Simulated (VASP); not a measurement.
# B (P4/mmm) in VASP: settings compared, part 2 of 2

VASP 6.6.1. Earlier steps stand in the parts before.

### 4 Single point, HSE06

This run uses another cell than the first one, of 8.86 Å³/atom.

Input file POSCAR:

```
B
1.0
    2.3694810352      0.0000000000      0.0000000000
    0.0000000000      2.3694810352      0.0000000000
    0.0000000000      0.0000000000      1.5786529715
B
1
Direct
    0.5000000000      0.5000000000      0.5000000000
```

Input file INCAR.step1:

```
SYSTEM = B
  ALGO = Normal
  EDIFF = 1E-5
  ENCUT = 520
  GGA = PE
  ISIF = 2
  ISMEAR = -1
  LASPH = .True.
  LCHARG = .False.
  LREAL = .False.
  LWAVE = .True.
  NBANDS = 8
  NELM = 60
  PREC = Accurate
  SIGMA = 0.05
```

Input file INCAR.step2:

```
SYSTEM = B
  ALGO = Normal
  EDIFF = 1E-7
  ENCUT = 520
  GGA = PE
  HFSCREEN = 0.2079
  ISIF = 2
  ISMEAR = -1
  ISTART = 1
  LASPH = .True.
  LCHARG = .False.
  LHFCALC = .True.
  LREAL = .False.
  LWAVE = .False.
  NBANDS = 8
  NELM = 60
  PREC = Accurate
  PRECFOCK = Normal
  SIGMA = 0.05
```

Input file KPOINTS:

```
k-points
0
Gamma
  6 6 8
  0 0 0
```

Potentials or basis: VASP PAW PBE potentials, release 64 (B).

Launch:

```sh
$ cat potpaw_PBE.64/B/POTCAR > POTCAR
$ cp INCAR.step1 INCAR
$ mpirun -np 1 vasp_std > vasp.out
$ cp INCAR.step2 INCAR
$ mpirun -np 1 vasp_std > vasp.out
```

OUTCAR:

```text
SYSTEM = B
   EDIFF = 1E-7
   ENCUT = 520
   GGA = PE
   HFSCREEN = 0.2079
   ISIF = 2
   ISMEAR = -1
   ISTART = 1
   LASPH = .True.
   LHFCALC = .True.
   LREAL = .False.
   NELM = 60
   PREC = Accurate
   PRECFOCK = Normal

 ion  position               nearest neighbor table
   1  0.500  0.500  0.500-

  LATTYP: Found a simple tetragonal cell.
 ALAT       =     2.3694810352
 C/A-ratio  =     0.6662441894

  Lattice vectors:

 A1 = (   2.3694810352,   0.0000000000,   0.0000000000)
 A2 = (   0.0000000000,   2.3694810352,   0.0000000000)
 A3 = (   0.0000000000,   0.0000000000,   1.5786529715)

Analysis of symmetry for initial positions (statically):
=====================================================================
 Subroutine PRICEL returns:
 Original cell was already a primitive cell.

 Routine SETGRP: Setting up the symmetry group for a
 simple tetragonal supercell.

 Subroutine GETGRP returns: Found 16 space group operations
 (whereof 16 operations were pure point group operations)
 out of a pool of 16 trial point group operations.
[... 163 lines left out ...]
  ext. energy  EPLUGINS =         0.00000000
  ---------------------------------------------------
  free energy    TOTEN  =        -6.26111736 eV

  energy without entropy =       -6.25774238  energy(sigma->0) =       -6.25942987

 E-fermi :   4.5003     XC(G=0):  -9.0352

 val. band max:        4.4434496449   @ k =   0.3333   0.1667   0.2500
 cond. band min:       4.8043551883   @ k =   0.5000   0.3333   0.1250
 fundamental gap:      0.3609055434
 Fermi energy:         4.5003150736

 k-point     1 :       0.0000    0.0000    0.0000
  band No.  band energies     occupation
      1     -10.9637      2.00000
      2       9.9601      0.00000
      3       9.9601      0.00000
      4      19.6737      0.00000
      5      20.6419      0.00000
      6      33.5577      0.00000
      7      41.3122      0.00000
      8      41.3122      0.00000
[... 243 lines left out ...]
 k-point    24 :       0.5000    0.0000    0.2500
  band No.  band energies     occupation
      1      -3.6001      2.00000
      2       0.7293      2.00000
      3      15.2974      0.00000
      4      19.6130      0.00000
      5      27.9622      0.00000
      6      31.7243      0.00000
      7      32.4362      0.00000
      8      34.2980      0.00000

 [... further k-points ...]
[... 5 lines left out ...]
  --------------------------------------------------------------------------------------
  -------------------------------------------------------------------------------------
  Total       -0.0061686     -0.0061686     -0.0066095      0.0000000      0.0000000      0.0000000
  in kB       -1.1150722     -1.1150722     -1.1947667      0.0000000      0.0000000      0.0000000
  external PRESSURE =      -1.1416371 kB  Pullay stress =       0.0000000 kB

 VOLUME and BASIS-vectors are now :
 -----------------------------------------------------------------------------
  energy-cutoff  :      520.00
  volume of cell :        8.86
      direct lattice vectors                 reciprocal lattice vectors
     2.369481035  0.000000000  0.000000000     0.422033342  0.000000000  0.000000000
     0.000000000  2.369481035  0.000000000     0.000000000  0.422033342  0.000000000
     0.000000000  0.000000000  1.578652971     0.000000000  0.000000000  0.633451441

 POSITION                                       TOTAL-FORCE (eV/Angst)
 -----------------------------------------------------------------------------------
      1.18474      1.18474      0.78933         0.000000      0.000000      0.000000
 -----------------------------------------------------------------------------------
    total drift:                                0.000003     -0.000004      0.000003

  FREE ENERGIE OF THE ION-ELECTRON SYSTEM (eV)
  ---------------------------------------------------
  free  energy   TOTEN  =        -6.2611173610 eV

  energy  without entropy=       -6.2577423795  energy(sigma->0) =       -6.25942987
```

OSZICAR.step1:

```text
N       E                     dE             d eps       ncg     rms          rms(c)
DAV:   1    -0.262939768936E+01   -0.26294E+01   -0.13194E+03   864   0.257E+02
DAV:   2    -0.597247769048E+01   -0.33431E+01   -0.32602E+01  1136   0.399E+01
DAV:   3    -0.597819825321E+01   -0.57206E-02   -0.57202E-02   856   0.178E+00
DAV:   4    -0.597819921250E+01   -0.95929E-06   -0.95950E-06  1208   0.208E-02
DAV:   5    -0.597819921274E+01   -0.23611E-09   -0.92868E-10   856   0.114E-04    0.368E+00
DAV:   6    -0.574224959567E+01    0.23595E+00   -0.17707E-01   864   0.170E+00    0.205E+00
DAV:   7    -0.565300884975E+01    0.89241E-01   -0.23267E-01   864   0.191E+00    0.237E-01
DAV:   8    -0.565308280294E+01   -0.73953E-04   -0.11695E-03   832   0.301E-01    0.279E-02
DAV:   9    -0.565308376718E+01   -0.96424E-06   -0.23161E-05  1040   0.268E-02
   1 F= -.56530838E+01 E0= -.56512001E+01  d E =-.376725E-02
```

It took 81 s on 1 thread of Intel Xeon 6975P-C (Granite Rapids), shared host; peak memory 0.2 GiB.

Results:

- Free energy: -6.2611 eV
- Pressure: -0.1 GPa
- Band gap on the k mesh: zero (an odd number of electrons rules out a gap without spin polarisation)

Caveat: the k points lie up to 0.50 Å⁻¹ apart, too coarse for converged energies and pressures of a metal; the PAW data sets were made with another functional, which shifts forces and pressure a little.

### 5 Summary

```csv
level,cell,share of exact exchange,screening parameter,gap on the mesh (eV),pressure (GPa)
r2SCAN50,"a = 2.346, b = 2.346, c = 1.586 Å, 1 atom",0.5,-,none,-4.1
HF,"a = 2.346, b = 2.346, c = 1.586 Å, 1 atom",1,-,none,5.6
HSE06,"a = 2.369, b = 2.369, c = 1.579 Å, 1 atom",0.25,0.2079 1/Å,none,-0.1
```

Alike in all rows: task single point; potentials or basis VASP PAW PBE potentials, release 64 (B); no spin polarisation; k mesh 6 × 6 × 8; cutoff (eV) 520; smearing fermi-dirac 0.05 eV.

Caveats: all runs use coarse meshes; the PAW data sets were made with another functional, which shifts forces and pressure a little.

Total energies depend on the potentials used, so only differences within one code and one set of settings carry meaning.
